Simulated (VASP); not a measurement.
The system is BaTiO3.

```xyz
5
Lattice="4.0077 0.0000 0.0000 0.0000 4.0077 0.0000 0.0000 0.0000 4.0077" Properties=species:S:1:pos:R:3 pbc="T T T"
Ba    2.0038    2.0038    2.0038
Ti    0.0000    0.0000    0.0000
O     2.0038    0.0000    0.0000
O     0.0000    2.0038    0.0000
O     0.0000    0.0000    2.0038
```

Base run:

| Quantity | Value |
| --- | --- |
| Program | VASP 6.6.1 |
| Functional | PBE |
| Potentials or basis | VASP PAW PBE potentials, release 64 (Ba_sv, Ti_sv, O) |
| Cutoff | 520 eV |
| k mesh | 5 × 5 × 5 |
| Occupations | fermi-dirac, width 0.02 eV |
| Spin | no spin polarisation |

Its results: band gap on the k mesh 1.85 eV, indirect (least direct gap 1.88 eV); pressure 3.2 GPa.

Task: After a change of settings the same cell gave: band gap on the k mesh 2.24 eV, indirect (least direct gap 2.28 eV); pressure 0.1 GPa. Which change was it?
A. potentials or basis from VASP PAW PBE potentials, release 64 (Ba_sv, Ti_sv, O) to VASP PAW PBE potentials, release 64 (Ba_sv, Ti_sv, O_h); cutoff from 520 eV to 910 eV
B. functional from PBE to r2SCAN
C. dispersion from none to D4

Result: B.

r2SCAN gives the wider gap, since meta-GGAs in the generalised Kohn-Sham scheme recover part of the derivative discontinuity.

Caveats: spin-orbit coupling is left out, which moves the levels of the heavy elements; the PAW data sets were made with another functional, which shifts forces and pressure a little (some runs).
